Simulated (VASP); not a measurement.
# Ga (Pm-3m) in VASP: further runs

The runs below take Ga through relaxation of cell and atoms, with PBE.

Program: VASP 6.6.1. These are calculated values, not measurements. Logs are shortened: lines on timing, memory, paths and dates and some standing lists are left out, and cuts for length are marked.

## 1. The cell of the first run

The structure is cubic, space group Pm-3m (No. 221). The conventional cell has a = 2.723 Å, b = 2.723 Å, c = 2.723 Å, α = 90.00°, β = 90.00°, γ = 90.00°. Within 3.6 Å of Ga (site symmetry m-3m) lie 6 Ga at 2.72 Å.

## 2. Relaxation of cell and atoms, PBE

INCAR

```
SYSTEM = Ga
PREC = Accurate
ENCUT = 600
EDIFF = 1E-6
ISMEAR = -1
SIGMA = 0.05
LREAL = .False.
LASPH = .True.
NELM = 60
ALGO = Normal
ISIF = 3
LWAVE = .False.
LCHARG = .False.
GGA = PE
IBRION = 2
NSW = 45
EDIFFG = -0.005
```

KPOINTS

```
Automatic mesh
0
Gamma
  15 15 15
  0 0 0
```

POSCAR

```
Ga
1.0
    2.7227086073      0.0000000000      0.0000000000
    0.0000000000      2.7227086073      0.0000000000
    0.0000000000      0.0000000000      2.7227086073
Ga
1
Direct
    0.0000000000      0.0000000000      0.0000000000
```

Potentials or basis: VASP PAW PBE potentials, release 64 (Ga_d).

Command:

```
> cat potpaw_PBE.64/Ga_d/POTCAR > POTCAR
> mpirun -np 1 vasp_std > vasp.out
```

OUTCAR:

```text
SYSTEM = Ga
   PREC = Accurate
   ENCUT = 600
   EDIFF = 1E-6
   ISMEAR = -1
   LREAL = .False.
   LASPH = .True.
   NELM = 60
   ISIF = 3
   GGA = PE
   IBRION = 2
   NSW = 45
   EDIFFG = -0.005

 ion  position               nearest neighbor table
   1  0.000  0.000  0.000-

  LATTYP: Found a simple cubic cell.
 ALAT       =     2.7227086073

  Lattice vectors:

 A1 = (   2.7227086073,   0.0000000000,   0.0000000000)
 A2 = (   0.0000000000,   2.7227086073,   0.0000000000)
 A3 = (   0.0000000000,   0.0000000000,   2.7227086073)

Analysis of symmetry for initial positions (statically):
=====================================================================
 Subroutine PRICEL returns:
 Original cell was already a primitive cell.

 Routine SETGRP: Setting up the symmetry group for a
 simple cubic supercell.

 Subroutine GETGRP returns: Found 48 space group operations
 (whereof 48 operations were pure point group operations)
 out of a pool of 48 trial point group operations.

The static configuration has the point symmetry O_h .

Analysis of symmetry for dynamics (positions and initial velocities):
=====================================================================
 Subroutine PRICEL returns:
 Original cell was already a primitive cell.

 Routine SETGRP: Setting up the symmetry group for a
 simple cubic supercell.

 Subroutine GETGRP returns: Found 48 space group operations
 (whereof 48 operations were pure point group operations)
 out of a pool of 48 trial point group operations.

The dynamic configuration has the point symmetry O_h .

 Subroutine INISYM returns: Found 48 space group operations
 (whereof 48 operations are pure point group operations),
 and found     1 'primitive' translations

----------------------------------------------------------------------------------------

                                     Primitive cell

  volume of cell :      20.1838

  direct lattice vectors                    reciprocal lattice vectors
     2.722708607  0.000000000  0.000000000     0.367281316  0.000000000  0.000000000
     0.000000000  2.722708607  0.000000000     0.000000000  0.367281316  0.000000000
     0.000000000  0.000000000  2.722708607     0.000000000  0.000000000  0.367281316

  length of vectors
     2.722708607  2.722708607  2.722708607     0.367281316  0.367281316  0.367281316

  position of ions in fractional coordinates (direct lattice)
     0.000000000  0.000000000  0.000000000

  ion indices of the primitive-cell ions
   primitive index   ion index
                 1           1

----------------------------------------------------------------------------------------

 KPOINTS: Automatic mesh

Automatic generation of k-mesh.
 Grid dimensions read from file:
 generate k-points for:   15   15   15

 Generating k-lattice:

  Cartesian coordinates                     Fractional coordinates (reciprocal lattice)
     0.024485421  0.000000000  0.000000000     0.066666667  0.000000000  0.000000000
     0.000000000  0.024485421  0.000000000     0.000000000  0.066666667  0.000000000
     0.000000000  0.000000000  0.024485421     0.000000000  0.000000000  0.066666667

  Length of vectors
     0.024485421  0.024485421  0.024485421

  Shift w.r.t. Gamma in fractional coordinates (k-lattice)
     0.000000000  0.000000000  0.000000000

 Subroutine IBZKPT returns following result:
 ===========================================

 Found    120 irreducible k-points:

 Following reciprocal coordinates:
            Coordinates               Weight
  0.000000  0.000000  0.000000      1.000000
  0.066667  0.000000  0.000000      6.000000
  0.133333  0.000000  0.000000      6.000000
  0.200000  0.000000  0.000000      6.000000
  0.266667  0.000000  0.000000      6.000000
  0.333333  0.000000  0.000000      6.000000
[... 16 lines left out ...]
  0.266667  0.200000  0.000000     24.000000
  0.333333  0.200000  0.000000     24.000000
 [... further k-points ...]
   k-points           NKPTS =    120   k-points in BZ     NKDIM =    120   number of bands    NBANDS=     10
   number of dos      NEDOS =    301   number of ions     NIONS =      1
   total plane-waves  NPLWV =  13824
   dimension x,y,z NGX =    24 NGY =   24 NGZ =   24
   dimension x,y,z NGXF=    48 NGYF=   48 NGZF=   48
   ions per type =               1
   NGX,Y,Z   is equivalent  to a cutoff of  14.65, 14.65, 14.65 a.u.
   NGXF,Y,Z  is equivalent  to a cutoff of  29.31, 29.31, 29.31 a.u.
 SYSTEM =  Ga
   PREC   = accura    normal or accurate (medium, high low for compatibility)
   ISTART =      0    job   : 0-new  1-cont  2-samecut
   ICHARG =      2    charge: 1-file 2-atom 10-const
   ISPIN  =      1    spin polarized calculation?
   LNONCOLLINEAR =      F non collinear calculations
   LSORBIT =      F    spin-orbit coupling
   LASPH  =      T    aspherical Exc in radial PAW
   ENCUT  =  600.0 eV  44.10 Ry    6.64 a.u.   5.44  5.44  5.44*2*pi/ulx,y,z
   NELM   =     60;   NELMIN=  2; NELMDL= -5     # of ELM steps
   EDIFF  = 0.1E-05   stopping-criterion for ELM
   LREAL  =      F    real-space projection
   EDIFFG = -.5E-02   stopping-criterion for IOM
   NSW    =     45    number of steps for IOM
   IBRION =      2    ionic relax: 0-MD 1-quasi-New 2-CG
   NFREE  =      1    steps in history (QN), initial steepest desc. (CG)
   ISIF   =      3    stress and relaxation
   ISYM   =      2    0-nonsym 1-usesym 2-fastsym
   POTIM  = 0.5000    time-step for ionic-motion
   TEBEG  =    0.0;   TEEND  =   0.0 temperature during run
   PSTRESS=    0.0 pullay stress
   NELECT =      13.0000    total number of electrons
   NUPDOWN=      -1.0000    fix difference up-down
   EMIN   =  10.00;   EMAX   =-10.00  energy-range for DOS
   EFERMI =   0.00;   METHOD = LEGACY
   ISMEAR =    -1;   SIGMA  =   0.05  broadening in eV -4-tet -1-fermi 0-gaus
   EFERMI_NEDOS =   21; number of points for ismear=-14 and -15
   IALGO  =     38    algorithm
   IMIX   =      4    mixing-type and parameters
     AMIX     =   0.40;   BMIX     =  1.00
     AMIX_MAG =   1.60;   BMIX_MAG =  1.00
  volume/ion in A,a.u.               =      20.18       136.21
  Fermi-wavevector in a.u.,A,eV,Ry     =   1.413800  2.671695 27.195757  1.998832
  Thomas-Fermi vector in A             =   2.535409
   LORBIT       =      0    0 simple, 1 ext, 2 COOP (PROOUT), +10 PAW based schemes
   GGA     = PE    functional components
   LHFCALC =     F    Hartree Fock is set to
   AEXX    =    0.0000 exact exchange contribution
   IVDW    =     0    specifies the selected vdW correction
   LEPSILON=     F    determine dielectric tensor
   LRPA    =     F    only Hartree local field effects (RPA)
 conjugate gradient relaxation of ions
 non-spin polarized calculation
  energy-cutoff  :      600.00
  volume of cell :       20.18
 maximum number of plane-waves:       695
 NGX is ok and might be reduce to    24
   NGX = 11   NGY = 11   NGZ = 11

 number of electron      13.0000006 magnetization

 Free energy of the ion-electron system (eV)
  ---------------------------------------------------
  ext. energy  EPLUGINS =         0.00000000
  ---------------------------------------------------
  free energy    TOTEN  =        -2.82649590 eV

  energy without entropy =       -2.82232145  energy(sigma->0) =       -2.82440868

 E-fermi :   4.6302     XC(G=0): -10.6024

 val. band max:        4.6255599884   @ k =   0.4000   0.4000   0.0667
 cond. band min:       4.6969185901   @ k =   0.3333   0.2000   0.0667
 fundamental gap:      0.0713586017
 Fermi energy:         4.6302212740

 k-point     1 :       0.0000    0.0000    0.0000
  band No.  band energies     occupation
      1     -10.3972      2.00000
      2     -10.3972      2.00000
      3      -9.8920      2.00000
      4      -9.8920      2.00000
      5      -9.8920      2.00000
      6      -5.8116      2.00000
      7      13.6101      0.00000
      8      13.6101      0.00000
      9      13.6101      0.00000
     10      16.5433      0.00000

 k-point     2 :       0.0667    0.0000    0.0000
  band No.  band energies     occupation
      1     -10.3955      2.00000
      2     -10.3823      2.00000
      3      -9.8981      2.00000
      4      -9.8981      2.00000
      5      -9.8915      2.00000
      6      -5.7220      2.00000
      7      12.2123      0.00000
      8      13.7033      0.00000
      9      13.7033      0.00000
     10      16.6198      0.00000

 k-point     3 :       0.1333    0.0000    0.0000
  band No.  band energies     occupation
      1     -10.3908      2.00000
      2     -10.3408      2.00000
      3      -9.9151      2.00000
      4      -9.9151      2.00000
      5      -9.8900      2.00000
      6      -5.4522      2.00000
      7      10.0054      0.00000
      8      13.9794      0.00000
      9      13.9794      0.00000
     10      16.8492      0.00000

 k-point     4 :       0.2000    0.0000    0.0000
  band No.  band energies     occupation
      1     -10.3838      2.00000
      2     -10.2813      2.00000
      3      -9.9402      2.00000
      4      -9.9402      2.00000
      5      -9.8879      2.00000
      6      -4.9999      2.00000
      7       7.8119      0.00000
      8      14.4272      0.00000
      9      14.4272      0.00000
     10      17.2318      0.00000
[... 222 lines left out ...]
 k-point    22 :       0.2000    0.2000    0.0000
  band No.  band energies     occupation
      1     -10.3243      2.00000
      2     -10.2008      2.00000
      3     -10.0031      2.00000
      4      -9.9376      2.00000
      5      -9.9327      2.00000
      6      -4.1927      2.00000
      7       8.1578      0.00000
      8       9.0945      0.00000
      9      15.2466      0.00000
     10      18.5819      0.00000

 k-point    23 :       0.2667    0.2000    0.0000
  band No.  band energies     occupation
      1     -10.3083      2.00000
      2     -10.1356      2.00000
      3     -10.0397      2.00000
      4      -9.9634      2.00000
      5      -9.9319      2.00000
      6      -3.5632      2.00000
      7       6.4644      0.00000
      8       9.3239      0.00000
      9      15.8459      0.00000
     10      18.6621      0.00000

 k-point    24 :       0.3333    0.2000    0.0000
  band No.  band energies     occupation
      1     -10.2969      2.00000
      2     -10.0742      2.00000
      3     -10.0709      2.00000
      4      -9.9900      2.00000
      5      -9.9291      2.00000
      6      -2.7612      2.00000
      7       4.6095      1.20402
      8      10.0187      0.00000
      9      16.5510      0.00000
     10      17.4354      0.00000

 [... further k-points ...]
[... 5 lines left out ...]
  --------------------------------------------------------------------------------------
  -------------------------------------------------------------------------------------
  Total        0.0040484      0.0040484      0.0040484     -0.0000000     -0.0000000     -0.0000000
  in kB        0.3213619      0.3213619      0.3213619     -0.0000000     -0.0000000     -0.0000000
  external PRESSURE =       0.3213619 kB  Pullay stress =       0.0000000 kB

 VOLUME and BASIS-vectors are now :
 -----------------------------------------------------------------------------
  energy-cutoff  :      600.00
  volume of cell :       20.18
      direct lattice vectors                 reciprocal lattice vectors
     2.722708607  0.000000000  0.000000000     0.367281316  0.000000000  0.000000000
     0.000000000  2.722708607  0.000000000     0.000000000  0.367281316  0.000000000
     0.000000000  0.000000000  2.722708607     0.000000000  0.000000000  0.367281316

 POSITION                                       TOTAL-FORCE (eV/Angst)
 -----------------------------------------------------------------------------------
      0.00000      0.00000      0.00000         0.000000      0.000000      0.000000
 -----------------------------------------------------------------------------------
    total drift:                                0.000000     -0.000000      0.000000

  FREE ENERGIE OF THE ION-ELECTRON SYSTEM (eV)
  ---------------------------------------------------
  free  energy   TOTEN  =        -2.8264959020 eV

  energy  without entropy=       -2.8223214521  energy(sigma->0) =       -2.82440868

 reached required accuracy - stopping structural energy minimisation
```

It took 6.2 s on 1 thread of Intel Xeon 6975P-C (Granite Rapids), shared host; peak memory 0.15 GiB.

Results:

```
Free energy             : -2.8265 eV
Pressure after relaxing : 0.0 GPa
```

Final structure:
```
Ga
1.0
     2.72271    0.00000    0.00000
     0.00000    2.72271    0.00000
     0.00000    0.00000    2.72271
Ga
1
Cartesian
  0.0000 0.0000 0.0000
```

Levels at points of the mesh, in eV from the Fermi level:
```
           k point  band 4  band 5  band 6  band 7  band 8  band 9
(0.00, 0.00, 0.00)  -14.52  -14.52  -10.44    8.98    8.98    8.98
```

Caveat: the relaxation stopped at its first step, so nothing moved.

(Part 1 of 2 ends here.)
